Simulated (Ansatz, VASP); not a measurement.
## Sc: VASP beside Ansatz

```
Sc
1.0
     3.57589    0.00000    0.00000
    -1.78794    3.09681    0.00000
     0.00000    0.00000    9.73920
Sc
4
Direct
  0.00000 0.00000 0.25000
  0.00000 0.00000 0.75000
  0.33333 0.66667 0.75000
  0.66667 0.33333 0.25000
```

Alike in both runs: task relaxation of cell and atoms; functional PBE; k mesh 6 × 6 × 2; occupations gaussian, width 0.1 eV; no spin polarisation.

|  | VASP | Ansatz |
| --- | --- | --- |
| version | VASP 6.6.1 | Ansatz 0.2.0 |
| potentials or method | VASP PAW PBE potentials, release 64 (Sc_sv), cutoff 600 eV | scalar-relativistic, plane waves, PAW |
| valence electrons in the cell | 44 | 44 |

Ansatz gave:

```
gap on the k mesh at the Fermi level, each at its own relaxed structure (eV)  : none
relaxed volume (Å³/atom)                                                      : 26.99
relaxed length of the cell vector where the two differ most in proportion (Å) : 4.703
```

Question: Which values does VASP return?

Answer: gap on the k mesh at the Fermi level, each at its own relaxed structure (eV): none; relaxed volume (Å³/atom): 26.99; relaxed length of the cell vector where the two differ most in proportion (Å): 4.717.

A gap of «none» marks a metal or a gap that the smearing closes.
